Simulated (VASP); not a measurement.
Here is a VASP 6.6.1 calculation.

Contents of INCAR:

```
SYSTEM = Ta3Ru
PREC     = Accurate       ! precision mode
ENCUT    = 520            ! plane-wave cutoff, eV
EDIFF    = 1E-8           ! SCF threshold, eV
ISMEAR   = -1             ! smearing method
SIGMA    = 0.15           ! smearing width, eV
LREAL    = .FALSE.        ! projectors in reciprocal space
LASPH    = .TRUE.         ! aspherical terms in the spheres
NELM     = 100            ! most SCF steps
ALGO     = Normal         ! electronic algorithm
ISIF     = 2              ! what is computed and relaxed
LWAVE    = .FALSE.        ! write WAVECAR
LCHARG   = .FALSE.        ! write CHGCAR
GGA      = CA             ! functional
IBRION   = 8              ! ionic algorithm
NSW      = 1              ! ionic steps
```

KPOINTS

```
regular mesh
0
G
  12 12 12
  0 0 0
```

The input POSCAR:

```
Ta3Ru
1.0
    0.0000000000      3.1498090344      3.1498090344
    3.1498090344      0.0000000000      3.1498090344
    3.1498090344      3.1498090344      0.0000000000
Ta Ru
3 1
Direct
    0.2500000000      0.2500000000      0.2500000000
    0.7500000000      0.7500000000      0.7500000000
    0.5000000000      0.5000000000      0.5000000000
    0.0000000000      0.0000000000      0.0000000000
```

Potentials or basis: VASP PAW LDA potentials, release 64 (Ta_pv, Ru_pv).

Launch:

```sh
$ cat potpaw_LDA.64/Ta_pv/POTCAR potpaw_LDA.64/Ru_pv/POTCAR > POTCAR
$ mpirun -np 1 vasp_std > vasp.out
```

(1) What does it give for the highest phonon frequency at Γ?

Results:

(1) 201 cm⁻¹.

Caveat: the cell stands under pressure or tension, which shifts response properties.
